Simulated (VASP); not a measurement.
# CsLiCr2Te2S3: single point with PBE

The system is CsLiCr2Te2S3.

```
Cs Li Cr Te S
1.0
     3.22233    1.86041    6.05730
    -3.22233    1.86041    6.05730
     0.00000   -3.72083    6.05730
Cs Li Cr Te S
1 1 2 2 3
Direct
  0.00000 0.00000 0.00000
  0.50000 0.50000 0.50000
  0.79198 0.79198 0.79198
  0.20802 0.20802 0.20802
  0.65959 0.65959 0.65959
  0.34041 0.34041 0.34041
  0.13790 0.86210 0.50000
  0.50000 0.13790 0.86210
  0.86210 0.50000 0.13790
```

```
Program             : VASP 6.6.1
Task                : single point
Functional          : PBE
Potentials or basis : VASP PAW PBE potentials, release 64 (Cs_sv, Li_sv, Cr_pv, Te, S)
Cutoff              : 520 eV
k mesh              : 4 × 4 × 4
Occupations         : fermi-dirac, width 0.05 eV
Spin                : collinear spin, ferromagnetic start
Starting moments    : [0.0, 0.0, 3.0, 3.0, 0.0, 0.0, 0.0, 0.0, 0.0] μB
```

```json
{"Largest force": "0.013 eV/Å", "Band gap on the k mesh": "zero (filled and empty bands overlap)", "Net moment": "4.01 μB per cell", "Site moments": "Cs -0.01; Li +0.01; Cr +2.22; Te -0.20; S -0.07 μB", "Valence electrons inside the program's atomic spheres": "Cs 6.59; Li 2.08; Cr 10.91; Te 3.43; S 3.77"}
```

Forces in eV/Å, atoms in the order of the input:
```
Cs   0.000  0.000  0.000
Li   0.000  0.000  0.000
Cr   0.000  0.000 -0.010
Cr   0.000  0.000  0.010
Te   0.000  0.000  0.013
Te   0.000  0.000 -0.013
S    0.002  0.000  0.000
S   -0.001  0.002  0.000
S   -0.001 -0.002  0.000
```

Levels at points of the mesh, in eV from the Fermi level:
Spin up:
| k point | band 31 | band 32 | band 33 | band 34 | band 35 | band 36 | band 37 | band 38 | band 39 | band 40 |
| --- | --- | --- | --- | --- | --- | --- | --- | --- | --- | --- |
| (0.00, 0.00, 0.00) | -1.54 | -0.32 | -0.32 | -0.20 | -0.20 | 0.04 | 0.26 | 0.26 | 1.90 | 1.90 |
| (0.50, 0.00, 0.00) | -1.44 | -1.07 | -0.53 | -0.24 | -0.11 | 0.38 | 0.78 | 0.89 | 1.06 | 1.26 |
| (0.50, 0.50, 0.00) | -1.02 | -0.82 | -0.77 | -0.48 | -0.04 | 0.17 | 0.24 | 0.50 | 0.91 | 1.29 |
| (0.50, 0.50, 0.50) | -1.55 | -1.16 | -1.16 | -0.56 | -0.30 | -0.30 | 0.78 | 0.92 | 0.92 | 1.80 |
Spin down:
| k point | band 28 | band 29 | band 30 | band 31 | band 32 | band 33 | band 34 | band 35 |
| --- | --- | --- | --- | --- | --- | --- | --- | --- |
| (0.00, 0.00, 0.00) | -2.09 | -1.38 | -0.14 | -0.14 | 0.56 | 0.56 | 0.85 | 1.03 |
| (0.50, 0.00, 0.00) | -1.78 | -1.53 | -1.07 | -0.72 | 0.70 | 0.97 | 1.10 | 1.48 |
| (0.50, 0.50, 0.00) | -1.94 | -1.79 | -0.84 | -0.35 | 0.62 | 0.71 | 1.00 | 1.27 |
| (0.50, 0.50, 0.50) | -1.85 | -1.85 | -0.67 | -0.67 | 0.54 | 0.54 | 0.79 | 0.98 |

Wall time 4.9 min on 1 thread of Intel(R) Xeon(R) 6975P-C (Granite Rapids) (shared host), peak memory 0.64 GiB.

Caveat: spin-orbit coupling is left out, which moves the levels of the heavy elements; the run started ferromagnetic, and an antiferromagnetic order may lie lower in energy. With open d or f shells a metallic result of PBE can be an artefact of self-interaction; +U or a hybrid may open a gap.
